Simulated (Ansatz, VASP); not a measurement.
## TiTe2 in VASP and in Ansatz

Contents of INCAR:

```
SYSTEM = TiTe2
PREC     = Accurate       ! precision mode
ENCUT    = 520            ! plane-wave cutoff, eV
EDIFF    = 1E-7           ! SCF threshold, eV
ISMEAR   = 0              ! smearing method
SIGMA    = 0.15           ! smearing width, eV
LREAL    = .False.        ! projectors in reciprocal space
LASPH    = .True.         ! aspherical terms in the spheres
NELM     = 80             ! most SCF steps
ALGO     = Normal         ! electronic algorithm
ISIF     = 2              ! what is computed and relaxed
LWAVE    = .False.        ! write WAVECAR
LCHARG   = .False.        ! write CHGCAR
GGA      = PE             ! functional
NBANDS   = 19             ! bands
```

The input KPOINTS:

```
regular mesh
0
Gamma
  12 12 8
  0 0 0
```

The input POSCAR:

```
TiTe2
1.0
    3.7770008876      0.0000000000      0.0000000000
   -1.8885004438      3.2709787188      0.0000000000
    0.0000000000      0.0000000000      6.1731000000
Ti Te
1 2
Direct
    0.0000000000      0.0000000000      0.0000000000
    0.6666666667      0.3333333333      0.2628000000
    0.3333333333      0.6666666667      0.7372000000
```

Input for Ansatz:

```yaml
crystal:
  lattice:
    - [3.7770008876, 0.0, 0.0]
    - [-1.8885004438, 3.2709787188, 0.0]
    - [0.0, 0.0, 6.1731]
  atoms:
    - { symbol: Ti, position: [0.0, 0.0, 0.0] }
    - { symbol: Te, position: [0.6666666667, 0.3333333333, 0.2628] }
    - { symbol: Te, position: [0.3333333333, 0.6666666667, 0.7372] }
basis:
  ecutwfc: 420
kpoints:
  mp_grid: { grid: [12, 12, 8] }
hamiltonian:
  xc: pbe
scf:
  occupations: { method: gaussian, width: 0.15 }
output:
  forces: true
  stress: true
  eigenvalues: true
```

Change from the starting cell: strain +0.000 along x and y, -0.050 along z, atoms carried along.

Alike in both runs: task single point; functional PBE; k mesh 12 × 12 × 8; occupations gaussian, width 0.15 eV; no spin polarisation.

|  | VASP | Ansatz |
| --- | --- | --- |
| version | VASP 6.6.1 | Ansatz 0.2.0 |
| potentials or method | VASP PAW PBE potentials, release 64 (Ti_sv, Te), cutoff 520 eV | scalar-relativistic, plane waves, PAW |
| valence electrons in the cell | 24 | 44 |

VASP gave:

| Property | Result |
| --- | --- |
| gap on the k mesh at the Fermi level (eV) | none |
| pressure (GPa) | 4.9 |
| traceless stress, the component that is largest in VASP (GPa) | 2.48 |
| rms of the force components (eV/Å) | 0.313 |

**Question.** What did Ansatz give for the same quantities?

**Answer.** gap on the k mesh at the Fermi level (eV): none; pressure (GPa): 4.9; traceless stress, the component that is largest in VASP (GPa): 2.48; rms of the force components (eV/Å): 0.309.

Atom by atom the forces differ by 0.004 eV/Å (rms over components). A gap of «none» marks a metal or a gap that the smearing closes. With one functional, cell and mesh, what is left measures potentials, basis and numerics. VASP's potentials hold 24 valence electrons a cell and Ansatz's 44, so a difference there can come from the potentials and not from the codes.

Neither program's run includes spin-orbit coupling.
